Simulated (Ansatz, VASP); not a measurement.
**Two plane-wave programs on ZnS**

```
Zn S
1.0
     4.08711    0.00000    0.00000
    -2.04356    3.53954    0.00000
     0.00000    0.00000   11.15127
Zn S
4 4
Direct
  0.00000 0.00000 0.00005
  0.00000 0.00000 0.50005
  0.33333 0.66667 0.25002
  0.66667 0.33333 0.75002
  0.00000 0.00000 0.18729
  0.00000 0.00000 0.68729
  0.33333 0.66667 0.43764
  0.66667 0.33333 0.93764
```

Alike in both runs: task single point; functional PBE; k mesh 9 × 9 × 4; occupations gaussian, width 0.05 eV; no spin polarisation.

|  | VASP | Ansatz |
| --- | --- | --- |
| version | VASP 6.6.1 | Ansatz 0.2.0 |
| potentials or method | VASP PAW PBE potentials, release 64 (Zn, S), cutoff 520 eV | scalar-relativistic, plane waves, PAW |
| valence electrons in the cell | 72 | 72 |

VASP gave:

- gap on the k mesh at the Fermi level (eV): 1.83
- least direct gap on the mesh (eV): 1.83
- pressure (GPa): 4.7
- traceless stress, the component that is largest in VASP (GPa): 20.33
- rms of the force components (eV/Å): 1.279

Task: Which values does Ansatz return?

Result: gap on the k mesh at the Fermi level (eV): 1.83; least direct gap on the mesh (eV): 1.83; pressure (GPa): 4.6; traceless stress, the component that is largest in VASP (GPa): 20.26; rms of the force components (eV/Å): 1.272.

Atom by atom the forces differ by 0.007 eV/Å (rms over components).
